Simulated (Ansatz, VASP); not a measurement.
# PbS: VASP beside Ansatz

```xyz
2
Lattice="-0.0075 2.9872 2.9872 2.9872 -0.0075 2.9872 2.9798 2.9798 0.0000" Properties=species:S:1:pos:R:3 pbc="T T T"
Pb    0.0000    0.0000    0.0000
S     2.9798    2.9798    2.9872
```

Change from the starting cell: shear_xy strain -0.5%.

Alike in both runs: task single point; functional r2SCAN; k mesh 8 × 8 × 8; no spin polarisation.

|  | VASP | Ansatz |
| --- | --- | --- |
| version | VASP 6.6.1 | Ansatz 0.2.0 |
| potentials or method | VASP PAW PBE potentials, release 64 (Pb_d, S) | plane waves, PAW |
| plane-wave cutoff (eV) | 520 | 500 |
| occupations | gaussian, width 0.01 eV | fixed |
| valence electrons in the cell | 20 | 20 |

|  | VASP | Ansatz | Ansatz less VASP |
| --- | --- | --- | --- |
| gap on the k mesh at the Fermi level (eV) | 0.68 | 0.67 | -0.010 |
| pressure (GPa) | 0.0 | 0.0 | +0.02 |
| traceless stress, the component that is largest in VASP (GPa) | 0.10 | 0.10 | 0.000 |

VASP's potentials were made for PBE, not for r2SCAN.

Neither program's run includes spin-orbit coupling.
